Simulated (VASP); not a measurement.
# TaN in VASP: single point with PBE

Aim: the single point of TaN with PBE.

Program: VASP 6.6.1. These are calculated values, not measurements. Logs are shortened: lines on timing, memory, paths and dates and some standing lists are left out, and cuts for length are marked.

## (1) The cell of the first run

The cell holds a slab with vacuum, 10 atoms: a = 2.898 Å, b = 2.950 Å, c = 26.923 Å, α = 90.00°, β = 90.00°, γ = 90.00°.

## (2) Single point, PBE

File INCAR:

```
SYSTEM = TaN
PREC     = Accurate       ! precision mode
ENCUT    = 520            ! plane-wave cutoff, eV
EDIFF    = 1E-6           ! SCF threshold, eV
ISMEAR   = 0              ! smearing method
SIGMA    = 0.1            ! smearing width, eV
LREAL    = .False.        ! projectors in reciprocal space
LASPH    = .True.         ! aspherical terms in the spheres
NELM     = 60             ! most SCF steps
ALGO     = Normal         ! electronic algorithm
ISIF     = 2              ! what is computed and relaxed
LWAVE    = .False.        ! write WAVECAR
LCHARG   = .False.        ! write CHGCAR
LDIPOL   = .True.       
IDIPOL   = 3            
DIPOL    = 0.5 0.5 0.500
GGA      = PE             ! functional
NBANDS   = 51             ! bands
```

File KPOINTS:

```
regular mesh
0
Gamma
  12 12 1
  0 0 0
```

File POSCAR:

```
TaN
1.0
    2.8977716015      0.0000000000      0.0000000000
    0.0000000000      2.9501846798      0.0000000000
    0.0000000000      0.0000000000     26.9230294331
Ta N
5 5
Direct
    0.5000000000      0.5000000000      0.2796951670
    0.5000000000      0.0000000000      0.3740201932
    0.5000000000      0.5000000000      0.4692622867
    0.5000000000      0.0000000000      0.5644195878
    0.5000000000      0.5000000000      0.6653902758
    0.0000000000      0.5000000000      0.3426727568
    0.0000000000      0.0000000000      0.4371744504
    0.0000000000      0.5000000000      0.5317803241
    0.0000000000      0.0000000000      0.6242483779
    0.0000000000      0.5000000000      0.7113365804
```

Potentials or basis: VASP PAW PBE potentials, release 64 (Ta_pv, N).

Launch:

```sh
$ cat potpaw_PBE.64/Ta_pv/POTCAR potpaw_PBE.64/N/POTCAR > POTCAR
$ mpirun -np 1 vasp_std > vasp.out
```

OUTCAR:

```text
SYSTEM = TaN
   PREC = Accurate
   ENCUT = 520
   EDIFF = 1E-6
   ISMEAR = 0
   LREAL = .False.
   LASPH = .True.
   NELM = 60
   ISIF = 2
   GGA = PE

 ion  position               nearest neighbor table
   1  0.500  0.500  0.280-   6 2.23   6 2.23   2 2.94   2 2.94
   2  0.500  0.000  0.374-   6 2.23   6 2.23   6 2.23   6 2.23   7 2.23   7 2.23   1 2.94   1 2.94
                             3 2.96   3 2.96
   3  0.500  0.500  0.469-   8 2.22   8 2.22   7 2.24   7 2.24   7 2.24   7 2.24   4 2.96   4 2.96
                             2 2.96   2 2.96
   4  0.500  0.000  0.564-   9 2.17   9 2.17   8 2.25   8 2.25   8 2.25   8 2.25   3 2.96   3 2.96
                             5 3.09   5 3.09
   5  0.500  0.500  0.665-  10 1.91  10 1.91   9 2.35   9 2.35   9 2.35   9 2.35   4 3.09   4 3.09

   6  0.000  0.500  0.343-   1 2.23   1 2.23   2 2.23   2 2.23   2 2.23   2 2.23
   7  0.000  0.000  0.437-   2 2.23   2 2.23   3 2.24   3 2.24   3 2.24   3 2.24
   8  0.000  0.500  0.532-   3 2.22   3 2.22   4 2.25   4 2.25   4 2.25   4 2.25
   9  0.000  0.000  0.624-   4 2.17   4 2.17   5 2.35   5 2.35   5 2.35   5 2.35
  10  0.000  0.500  0.711-   5 1.91   5 1.91

  LATTYP: Found a simple orthorhombic cell.
 ALAT       =     2.8977716015
 B/A-ratio  =     1.0180873739
 C/A-ratio  =     9.2909425364

  Lattice vectors:

 A1 = (   2.8977716015,   0.0000000000,   0.0000000000)
 A2 = (   0.0000000000,   2.9501846798,   0.0000000000)
 A3 = (   0.0000000000,   0.0000000000,  26.9230294331)

Analysis of symmetry for initial positions (statically):
=====================================================================
 Subroutine PRICEL returns:
 Original cell was already a primitive cell.

 Routine SETGRP: Setting up the symmetry group for a
 simple orthorhombic supercell.

 Subroutine GETGRP returns: Found  4 space group operations
 (whereof  4 operations were pure point group operations)
 out of a pool of  8 trial point group operations.

The static configuration has the point symmetry C_2v.

Analysis of symmetry for dynamics (positions and initial velocities):
=====================================================================
 Subroutine PRICEL returns:
 Original cell was already a primitive cell.

 Routine SETGRP: Setting up the symmetry group for a
 simple orthorhombic supercell.

 Subroutine GETGRP returns: Found  4 space group operations
 (whereof  4 operations were pure point group operations)
 out of a pool of  8 trial point group operations.

[... 132 lines left out ...]
   EFERMI_NEDOS =   21; number of points for ismear=-14 and -15
   IALGO  =     38    algorithm
   IMIX   =      4    mixing-type and parameters
     AMIX     =   0.40;   BMIX     =  1.00
     AMIX_MAG =   1.60;   BMIX_MAG =  1.00
  volume/ion in A,a.u.               =      23.02       155.32
  Fermi-wavevector in a.u.,A,eV,Ry     =   1.151045  2.175160 18.026429  1.324905
  Thomas-Fermi vector in A             =   2.287705
   LORBIT       =      0    0 simple, 1 ext, 2 COOP (PROOUT), +10 PAW based schemes
   GGA     = PE    functional components
   LHFCALC =     F    Hartree Fock is set to
   AEXX    =    0.0000 exact exchange contribution
   IVDW    =     0    specifies the selected vdW correction
   LEPSILON=     F    determine dielectric tensor
   LRPA    =     F    only Hartree local field effects (RPA)
 non-spin polarized calculation
 Gauss-broadening in eV      SIGMA  =   0.10
  energy-cutoff  :      520.00
  volume of cell :      230.16
 maximum number of plane-waves:      6265
 NGX is ok and might be reduce to    24
   NGX = 11   NGY = 11   NGZ =101

 dipolmoment           0.000000      0.000000     -0.003599 electrons x Angstroem

 number of electron      80.0000004 magnetization

 dipolmoment           0.000000      0.000000      0.149572 electrons x Angstroem

 Free energy of the ion-electron system (eV)
  ---------------------------------------------------
  ext. energy  EPLUGINS =         0.00000000
  ---------------------------------------------------
  free energy    TOTEN  =      -106.26197041 eV

  energy without entropy =     -106.24129708  energy(sigma->0) =     -106.25163375

 E-fermi :   0.3937     XC(G=0):  -7.1492

 val. band max:        0.3927012597   @ k =   0.0833   0.2500   0.0000
 cond. band min:       0.3960702902   @ k =   0.5000   0.3333   0.0000
 fundamental gap:      0.0033690305
 Fermi energy:         0.3936850655

 k-point     1 :       0.0000    0.0000    0.0000
  band No.  band energies     occupation
      1     -35.0740      2.00000
      2     -34.7784      2.00000
      3     -34.5069      2.00000
      4     -34.4118      2.00000
      5     -34.3859      2.00000
      6     -34.2620      2.00000
[... 1285 lines left out ...]
     50       4.0595      0.00000
     51       4.3561      0.00000

 [... further k-points ...]

------------------------ aborting loop because EDIFF is reached ----------------------------------------

 vacuum level on the upper side and lower side of the slab       (xc-potential included)         1.393        -1.672

  FORCE on cell =-STRESS in cart. coord.  units (eV):
  Direction    XX          YY          ZZ          XY          YZ          ZX
  --------------------------------------------------------------------------------------
  -------------------------------------------------------------------------------------
  Total       -3.0135843      1.9740892      0.6208191      0.0000000      0.0000000      0.0000000
  in kB      -20.9776407     13.7416877      4.3215387      0.0000000      0.0000000      0.0000000
  external PRESSURE =      -0.9714714 kB  Pullay stress =       0.0000000 kB

 VOLUME and BASIS-vectors are now :
 -----------------------------------------------------------------------------
  energy-cutoff  :      520.00
  volume of cell :      230.16
      direct lattice vectors                 reciprocal lattice vectors
     2.897771602  0.000000000  0.000000000     0.345092760  0.000000000  0.000000000
     0.000000000  2.950184680  0.000000000     0.000000000  0.338961831  0.000000000
     0.000000000  0.000000000 26.923029433     0.000000000  0.000000000  0.037142923

 POSITION                                       TOTAL-FORCE (eV/Angst)
 -----------------------------------------------------------------------------------
      1.44889      1.47509      7.53024         0.000000      0.000000     -0.031906
      1.44889      0.00000     10.06976         0.000000      0.000000     -0.001864
      1.44889      1.47509     12.63396         0.000000      0.000000     -0.014841
      1.44889      0.00000     15.19589         0.000000      0.000000     -0.000054
      1.44889      1.47509     17.91432         0.000000      0.000000     -0.123280
      0.00000      1.47509      9.22579         0.000000      0.000000     -0.011184
      0.00000      0.00000     11.77006         0.000000      0.000000      0.002815
      0.00000      1.47509     14.31714         0.000000      0.000000      0.005742
      0.00000      0.00000     16.80666         0.000000      0.000000     -0.003506
      0.00000      1.47509     19.15134         0.000000      0.000000      0.178078
 -----------------------------------------------------------------------------------
    total drift:                                0.000000      0.000000     -0.000605

  FREE ENERGIE OF THE ION-ELECTRON SYSTEM (eV)
  ---------------------------------------------------
  free  energy   TOTEN  =      -106.2619704124 eV

  energy  without entropy=     -106.2412970825  energy(sigma->0) =     -106.25163375

 vacuum level on the upper side and lower side of the slab         8.110         4.958
```

OSZICAR:

```text
N       E                     dE             d eps       ncg     rms          rms(c)
DAV:   1     0.773442074080E+03    0.77344E+03   -0.44172E+04  5590   0.147E+03
DAV:   2    -0.618321934435E+02   -0.83527E+03   -0.80935E+03  5926   0.422E+02
DAV:   3    -0.120245258379E+03   -0.58413E+02   -0.57129E+02  6133   0.103E+02
[... 37 lines left out ...]
DAV:  41    -0.106261963278E+03   -0.61402E-05   -0.97429E-07  4145   0.725E-03    0.724E-03
DAV:  42    -0.106261967288E+03   -0.40095E-05   -0.56684E-06  5420   0.863E-03    0.433E-03
DAV:  43    -0.106261968673E+03   -0.13848E-05   -0.50631E-07  3126   0.415E-03    0.365E-03
DAV:  44    -0.106261970025E+03   -0.13518E-05   -0.16423E-07  2959   0.200E-03    0.265E-03
DAV:  45    -0.106261970412E+03   -0.38789E-06   -0.37005E-08  2886   0.114E-03
   1 F= -.10626197E+03 E0= -.10625163E+03  d E =-.206733E-01
```

It took 40 min on 1 thread of Intel Xeon Platinum 8375C at 2.90GHz (Ice Lake), shared host; peak memory 0.6 GiB.

Results:

| Property | Result |
| --- | --- |
| Free energy | -106.2620 eV |
| Largest force | 0.178 eV/Å |
| Band gap on the k mesh | zero (band 40 reaches 0.80 eV, above the bottom of band 41 at 0.13 eV) |

Forces in eV/Å, atoms in the order of the input:
```
Ta   0.000  0.000 -0.032
Ta   0.000  0.000 -0.002
Ta   0.000  0.000 -0.015
Ta   0.000  0.000  0.000
Ta   0.000  0.000 -0.123
N    0.000  0.000 -0.011
N    0.000  0.000  0.003
N    0.000  0.000  0.006
N    0.000  0.000 -0.004
N    0.000  0.000  0.178
```

Caveat: spin-orbit coupling is left out, which moves the levels of the heavy elements.
